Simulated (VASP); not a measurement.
Input of a VASP 6.6.1 run:

Contents of INCAR:

```
ALGO = Normal ; EDIFF = 1E-7
ENCUT = 520 ; GGA = PE
ISIF = 2 ; ISMEAR = -1
LASPH = True ; LCHARG = False
LREAL = False ; LWAVE = False
NBANDS = 26 ; NELM = 100
PREC = Accurate ; SIGMA = 0.05
```

Contents of KPOINTS:

```
k-points
0
Gamma
  13 13 7
```

Contents of POSCAR:

```
ZnO
1.0
    3.1431602931      0.0000000000      0.0000000000
   -1.5715801465      2.7220566620      0.0000000000
    0.0000000000      0.0000000000      5.0704162250
Zn O
2 2
Direct
    0.3333333333      0.6666666667     -0.0015389875
    0.6666666667      0.3333333333      0.4984610125
    0.3333333333      0.6666666667      0.3775389875
    0.6666666667      0.3333333333      0.8775389875
```

Potentials or basis: VASP PAW PBE potentials, release 64 (Zn, O).

Command:

```console
$ cat potpaw_PBE.64/Zn/POTCAR potpaw_PBE.64/O/POTCAR > POTCAR
$ mpirun -np 1 vasp_std > vasp.out
```

Q: Estimate the band gap on the k mesh.

A: 0.91 eV, direct.

Q: Predict the pressure.

A: 23.5 GPa.

 A k mesh can miss the band edges.
